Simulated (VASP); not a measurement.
# Sn3Br2 (P-3m1) in VASP: a series of runs

Sn3Br2 is run at these levels: PBE; tasks: single point.

All numbers are computed with VASP 6.6.1; they aren't measurements. Logs are shortened: lines on timing, memory, paths and dates and some standing lists are left out, and cuts for length are marked.

### Step 1. The cell of the first run

Symmetry: P-3m1, No. 164, trigonal system. Conventional cell: a = 4.627 Å, b = 4.627 Å, c = 7.198 Å, α = 90.00°, β = 90.00°, γ = 120.00°. Sn (site symmetry -3m) has 6 Br at 3.20 Å and 6 Sn at 3.70 Å within 4.2 Å. Sn (site symmetry 3m) has 4 Br at 2.79 to 2.88 Å and 6 Sn at 3.39 to 3.70 Å within 3.7 Å. Within 3.7 Å of Br (site symmetry 3m) lie 7 Sn at 2.79 to 3.20 Å.

### Step 2. Single point, PBE

File INCAR:

```
SYSTEM = Sn3Br2
PREC = Accurate ; ENCUT = 500
EDIFF = 1E-6 ; ISMEAR = 0
SIGMA = 0.1 ; LREAL = .False.
LASPH = .True. ; NELM = 120
ALGO = Normal ; ISIF = 2
LWAVE = .False. ; LCHARG = .False.
GGA = PE ; NBANDS = 36
GGA_COMPAT = .False.
```

File KPOINTS:

```
regular mesh
0
Gamma
  6 6 4
  0 0 0
```

File POSCAR:

```
Sn3Br2
1.0
    4.6265549792      0.0000000000      0.0000000000
   -2.3132774896      4.0067141440      0.0000000000
    0.0000000000      0.0000000000      7.1981680260
Sn Br
3 2
Direct
    0.0000000000      0.0000000000      0.0000000000
    0.3333333333      0.6666666667      0.6450000000
    0.6666666667      0.3333333333      0.3550000000
    0.3333333333      0.6666666667      0.2450000000
    0.6666666667      0.3333333333      0.7550000000
```

Potentials or basis: VASP PAW PBE potentials, release 64 (Sn_d, Br).

Started as:

```
$ cat potpaw_PBE.64/Sn_d/POTCAR potpaw_PBE.64/Br/POTCAR > POTCAR
$ mpirun -np 1 vasp_std > vasp.out
```

OUTCAR:

```text
SYSTEM = Sn3Br2
   PREC = Accurate
   ENCUT = 500
   EDIFF = 1E-6
   ISMEAR = 0
   LREAL = .False.
   LASPH = .True.
   NELM = 120
   ISIF = 2
   GGA = PE

 ion  position               nearest neighbor table
   1  0.000  0.000  0.000-   4 3.20   5 3.20   5 3.20   4 3.20   5 3.20   4 3.20   2 3.70   3 3.70
                             2 3.70   3 3.70   3 3.70   2 3.70
   2  0.333  0.667  0.645-   5 2.79   5 2.79   5 2.79   4 2.88   3 3.39   3 3.39   3 3.39   1 3.70
                             1 3.70   1 3.70
   3  0.667  0.333  0.355-   4 2.79   4 2.79   4 2.79   5 2.88   2 3.39   2 3.39   2 3.39   1 3.70
                             1 3.70   1 3.70
   4  0.333  0.667  0.245-   3 2.79   3 2.79   3 2.79   2 2.88   1 3.20   1 3.20   1 3.20
   5  0.667  0.333  0.755-   2 2.79   2 2.79   2 2.79   3 2.88   1 3.20   1 3.20   1 3.20

  LATTYP: Found a hexagonal cell.
 ALAT       =     4.6265549792
 C/A-ratio  =     1.5558375634

  Lattice vectors:

 A1 = (   4.6265549792,   0.0000000000,   0.0000000000)
 A2 = (  -2.3132774896,   4.0067141440,   0.0000000000)
 A3 = (   0.0000000000,   0.0000000000,   7.1981680260)

Analysis of symmetry for initial positions (statically):
=====================================================================
 Subroutine PRICEL returns:
 Original cell was already a primitive cell.

 Routine SETGRP: Setting up the symmetry group for a
 hexagonal supercell.

 Subroutine GETGRP returns: Found 12 space group operations
 (whereof 12 operations were pure point group operations)
 out of a pool of 24 trial point group operations.

The static configuration has the point symmetry D_3d.

Analysis of symmetry for dynamics (positions and initial velocities):
=====================================================================
 Subroutine PRICEL returns:
 Original cell was already a primitive cell.

 Routine SETGRP: Setting up the symmetry group for a
 hexagonal supercell.

 Subroutine GETGRP returns: Found 12 space group operations
 (whereof 12 operations were pure point group operations)
 out of a pool of 24 trial point group operations.

The dynamic configuration has the point symmetry D_3d.

 Subroutine INISYM returns: Found 12 space group operations
 (whereof 12 operations are pure point group operations),
 and found     1 'primitive' translations

----------------------------------------------------------------------------------------

                                     Primitive cell

  volume of cell :     133.4345

  direct lattice vectors                    reciprocal lattice vectors
     4.626554979  0.000000000  0.000000000     0.216143546  0.124790535  0.000000000
    -2.313277490  4.006714144  0.000000000     0.000000000  0.249581069  0.000000000
     0.000000000  0.000000000  7.198168026     0.000000000  0.000000000  0.138924237

  length of vectors
     4.626554979  4.626554979  7.198168026     0.249581069  0.249581069  0.138924237

  position of ions in fractional coordinates (direct lattice)
     0.000000000  0.000000000  0.000000000
     0.333333333  0.666666667  0.645000000
     0.666666667  0.333333333  0.355000000
     0.333333333  0.666666667  0.245000000
     0.666666667  0.333333333  0.755000000

  ion indices of the primitive-cell ions
   primitive index   ion index
                 1           1
                 2           2
                 3           3
                 4           4
                 5           5

----------------------------------------------------------------------------------------

 KPOINTS: regular mesh

Automatic generation of k-mesh.
 Grid dimensions read from file:
 generate k-points for:    6    6    4

 Generating k-lattice:

  Cartesian coordinates                     Fractional coordinates (reciprocal lattice)
     0.036023924  0.020798422  0.000000000     0.166666667  0.000000000  0.000000000
     0.000000000  0.041596845  0.000000000     0.000000000  0.166666667  0.000000000
     0.000000000  0.000000000  0.034731059     0.000000000  0.000000000  0.250000000

  Length of vectors
     0.041596845  0.041596845  0.034731059

  Shift w.r.t. Gamma in fractional coordinates (k-lattice)
     0.000000000  0.000000000  0.000000000

 Subroutine IBZKPT returns following result:
 ===========================================

 Found     24 irreducible k-points:

 Following reciprocal coordinates:
            Coordinates               Weight
  0.000000  0.000000  0.000000      1.000000
  0.166667  0.000000  0.000000      6.000000
  0.333333  0.000000  0.000000      6.000000
  0.500000  0.000000  0.000000      3.000000
  0.166667  0.166667  0.000000      6.000000
  0.333333  0.166667  0.000000     12.000000
[... 16 lines left out ...]
  0.333333  0.166667  0.500000     12.000000
  0.333333  0.333333  0.500000      2.000000
   k-points           NKPTS =     24   k-points in BZ     NKDIM =     24   number of bands    NBANDS=     36
   number of dos      NEDOS =    301   number of ions     NIONS =      5
   total plane-waves  NPLWV =  69984
   dimension x,y,z NGX =    36 NGY =   36 NGZ =   54
   dimension x,y,z NGXF=    72 NGYF=   72 NGZF=  108
   ions per type =               3   2
   NGX,Y,Z   is equivalent  to a cutoff of  12.94, 12.94, 12.47 a.u.
   NGXF,Y,Z  is equivalent  to a cutoff of  25.87, 25.87, 24.94 a.u.
 SYSTEM =  Sn3Br2
   PREC   = accura    normal or accurate (medium, high low for compatibility)
   ISTART =      0    job   : 0-new  1-cont  2-samecut
   ICHARG =      2    charge: 1-file 2-atom 10-const
   ISPIN  =      1    spin polarized calculation?
   LNONCOLLINEAR =      F non collinear calculations
   LSORBIT =      F    spin-orbit coupling
   LASPH  =      T    aspherical Exc in radial PAW
   ENCUT  =  500.0 eV  36.75 Ry    6.06 a.u.   8.44  8.44 13.12*2*pi/ulx,y,z
   NELM   =    120;   NELMIN=  2; NELMDL= -5     # of ELM steps
   EDIFF  = 0.1E-05   stopping-criterion for ELM
   LREAL  =      F    real-space projection
   EDIFFG = 0.1E-04   stopping-criterion for IOM
   NSW    =      0    number of steps for IOM
   IBRION =     -1    ionic relax: 0-MD 1-quasi-New 2-CG
   NFREE  =      0    steps in history (QN), initial steepest desc. (CG)
   ISIF   =      2    stress and relaxation
   ISYM   =      2    0-nonsym 1-usesym 2-fastsym
   POTIM  = 0.5000    time-step for ionic-motion
   TEBEG  =    0.0;   TEEND  =   0.0 temperature during run
   PSTRESS=    0.0 pullay stress
   NELECT =      56.0000    total number of electrons
   NUPDOWN=      -1.0000    fix difference up-down
   EMIN   =  10.00;   EMAX   =-10.00  energy-range for DOS
   EFERMI =   0.00;   METHOD = LEGACY
   ISMEAR =     0;   SIGMA  =   0.10  broadening in eV -4-tet -1-fermi 0-gaus
   EFERMI_NEDOS =   21; number of points for ismear=-14 and -15
   IALGO  =     38    algorithm
   IMIX   =      4    mixing-type and parameters
     AMIX     =   0.40;   BMIX     =  1.00
     AMIX_MAG =   1.60;   BMIX_MAG =  1.00
  volume/ion in A,a.u.               =      26.69       180.09
  Fermi-wavevector in a.u.,A,eV,Ry     =   1.225692  2.316223 20.440329  1.502322
  Thomas-Fermi vector in A             =   2.360721
   LORBIT       =      0    0 simple, 1 ext, 2 COOP (PROOUT), +10 PAW based schemes
   GGA     = PE    functional components
   LHFCALC =     F    Hartree Fock is set to
   AEXX    =    0.0000 exact exchange contribution
   IVDW    =     0    specifies the selected vdW correction
   LEPSILON=     F    determine dielectric tensor
   LRPA    =     F    only Hartree local field effects (RPA)
 non-spin polarized calculation
 Gauss-broadening in eV      SIGMA  =   0.10
  energy-cutoff  :      500.00
  volume of cell :      133.43
 maximum number of plane-waves:      3429
 NGX is ok and might be reduce to    36
   NGX = 17   NGY = 17   NGZ = 27

 number of electron      55.9999990 magnetization

 Free energy of the ion-electron system (eV)
  ---------------------------------------------------
  ext. energy  EPLUGINS =         0.00000000
  ---------------------------------------------------
  free energy    TOTEN  =       -11.61903358 eV

  energy without entropy =      -11.58916779  energy(sigma->0) =      -11.60410069

 E-fermi :   7.1947     XC(G=0):  -9.8502

 val. band max:        7.1501830195   @ k =   0.0000   0.1667   0.2500
 cond. band min:       7.1975901209   @ k =   0.3333   0.1667   0.0000
 fundamental gap:      0.0474071014
 Fermi energy:         7.1946824821

 k-point     1 :       0.0000    0.0000    0.0000
  band No.  band energies     occupation
      1     -14.9838      2.00000
      2     -14.9838      2.00000
      3     -14.9719      2.00000
      4     -14.9589      2.00000
      5     -14.9589      2.00000
      6     -14.9518      2.00000
[... 28 lines left out ...]
     35      10.9095      0.00000
     36      10.9672      0.00000

 k-point     2 :       0.1667    0.0000    0.0000
  band No.  band energies     occupation
      1     -14.9847      2.00000
      2     -14.9799      2.00000
      3     -14.9717      2.00000
      4     -14.9583      2.00000
      5     -14.9556      2.00000
      6     -14.9494      2.00000
[... 28 lines left out ...]
     35      10.3767      0.00000
     36      11.6876      0.00000

 k-point     3 :       0.3333    0.0000    0.0000
  band No.  band energies     occupation
      1     -14.9989      2.00000
      2     -14.9691      2.00000
      3     -14.9554      2.00000
      4     -14.9537      2.00000
      5     -14.9529      2.00000
      6     -14.9469      2.00000
[... 28 lines left out ...]
     35      10.6349      0.00000
     36      12.7029      0.00000
[... 742 lines left out ...]
 k-point    23 :       0.3333    0.1667    0.5000
  band No.  band energies     occupation
      1     -14.9852      2.00000
      2     -14.9784      2.00000
      3     -14.9708      2.00000
      4     -14.9563      2.00000
      5     -14.9516      2.00000
      6     -14.9437      2.00000
[... 28 lines left out ...]
     35      11.1068      0.00000
     36      13.0747      0.00000

 k-point    24 :       0.3333    0.3333    0.5000
  band No.  band energies     occupation
      1     -14.9810      2.00000
      2     -14.9810      2.00000
      3     -14.9566      2.00000
      4     -14.9540      2.00000
      5     -14.9540      2.00000
      6     -14.9468      2.00000
[... 28 lines left out ...]
     35      10.6331      0.00000
     36      13.3250      0.00000

------------------------ aborting loop because EDIFF is reached ----------------------------------------

  FORCE on cell =-STRESS in cart. coord.  units (eV):
  Direction    XX          YY          ZZ          XY          YZ          ZX
  --------------------------------------------------------------------------------------
  -------------------------------------------------------------------------------------
  Total       12.1990006     12.1990006      9.2414211      0.0000000      0.0000000      0.0000000
  in kB      146.4761004    146.4761004    110.9637884      0.0000000      0.0000000      0.0000000
  external PRESSURE =     134.6386631 kB  Pullay stress =       0.0000000 kB

 VOLUME and BASIS-vectors are now :
 -----------------------------------------------------------------------------
  energy-cutoff  :      500.00
  volume of cell :      133.43
      direct lattice vectors                 reciprocal lattice vectors
     4.626554979  0.000000000  0.000000000     0.216143546  0.124790535  0.000000000
    -2.313277490  4.006714144  0.000000000     0.000000000  0.249581069  0.000000000
     0.000000000  0.000000000  7.198168026     0.000000000  0.000000000  0.138924237

 POSITION                                       TOTAL-FORCE (eV/Angst)
 -----------------------------------------------------------------------------------
      0.00000      0.00000      0.00000         0.000000      0.000000      0.000000
     -0.00000      2.67114      4.64282        -0.000000     -0.000000      0.412938
      2.31328      1.33557      2.55535         0.000000      0.000000     -0.412938
     -0.00000      2.67114      1.76355         0.000000      0.000000     -2.382196
      2.31328      1.33557      5.43462        -0.000000      0.000000      2.382196
 -----------------------------------------------------------------------------------
    total drift:                               -0.000000     -0.000000     -0.000000

  FREE ENERGIE OF THE ION-ELECTRON SYSTEM (eV)
  ---------------------------------------------------
  free  energy   TOTEN  =       -11.6190335796 eV

  energy  without entropy=      -11.5891677921  energy(sigma->0) =      -11.60410069
```

It took 54 s on 1 thread of AMD EPYC 9R45 (Zen 5), shared host; peak memory 0.26 GiB.

What came out:

| Quantity | Value |
| --- | --- |
| Free energy | -11.6190 eV |
| Pressure | 13.5 GPa |
| Largest force | 2.382 eV/Å |
| Band gap on the k mesh | zero (bands 28 and 29 overlap by 0.60 eV) |

Forces on the atoms (eV/Å):
```
Sn   0.000  0.000  0.000
Sn   0.000  0.000  0.413
Sn   0.000  0.000 -0.413
Br   0.000  0.000 -2.382
Br   0.000  0.000  2.382
```

Stress tensor (GPa, compression positive):
```
14.65  0.00  0.00
 0.00 14.65  0.00
 0.00  0.00 11.10
```

Caveat: the cell stands under pressure; spin-orbit coupling is left out, which moves the levels of the heavy elements; forces of over 1 eV/Å act on the atoms, so gaps and moduli don't describe the material at rest.

### Step 3. Single point, PBE

This run uses another cell than the first one, of 43.15 Å³/atom.

File INCAR:

```
ALGO = Normal ; EDIFF = 1E-6
ENCUT = 500 ; GGA = PE
GGA_COMPAT = False ; ISIF = 2
ISMEAR = 0 ; LASPH = True
LCHARG = False ; LREAL = False
LWAVE = False ; NBANDS = 36
NELM = 120 ; PREC = Accurate
SIGMA = 0.1
```

File KPOINTS:

```
k-points
0
Gamma
  6 6 4
```

File POSCAR:

```
Sn3Br2
1.0
    4.5701923736      0.0000000000      0.0000000000
   -2.2850961868      3.9579026957      0.0000000000
    0.0000000000      0.0000000000     11.9285565826
Sn Br
3 2
Direct
    0.0000000000      0.0000000000      0.0000000000
    0.3333333333      0.6666666667      0.5401958845
    0.6666666667      0.3333333333      0.4598041155
    0.3333333333      0.6666666667      0.1305415611
    0.6666666667      0.3333333333      0.8694584389
```

Potentials or basis: VASP PAW PBE potentials, release 64 (Sn_d, Br).

Started as:

```
$ cat potpaw_PBE.64/Sn_d/POTCAR potpaw_PBE.64/Br/POTCAR > POTCAR
$ mpirun -np 1 vasp_std > vasp.out
```

Wall time 1.8 min (1 thread of AMD EPYC 9R45 (Zen 5), shared host); peak memory 0.38 GiB.

The run converged. Its results:

| Quantity | Value |
| --- | --- |
| Free energy | -16.2346 eV |
| Pressure | 0.0 GPa |
| Largest force | 0.004 eV/Å |
| Band gap on the k mesh | zero (bands 28 and 29 overlap by 0.08 eV) |

Forces in eV/Å, atoms in the order of the input:
```
Sn   0.000  0.000  0.000
Sn   0.000  0.000 -0.004
Sn   0.000  0.000  0.004
Br   0.000  0.000  0.003
Br   0.000  0.000 -0.003
```

Levels at points of the mesh, in eV from the Fermi level:
```csv
k point,band 26,band 27,band 28,band 29,band 30,band 31
"(0.00, 0.00, 0.00)",-2.76,0.02,0.02,0.02,0.86,1.47
"(0.50, 0.00, 0.00)",-2.40,-1.29,-0.97,0.50,0.99,1.80
"(0.00, 0.00, 0.50)",-2.54,-0.01,0.02,0.02,0.84,1.47
"(0.50, 0.00, 0.50)",-2.40,-1.29,-1.02,0.55,1.05,1.80
```

Caveat: spin-orbit coupling is left out, which moves the levels of the heavy elements.

The gap in the log of VASP goes by the Fermi energy; the results here count the filled bands.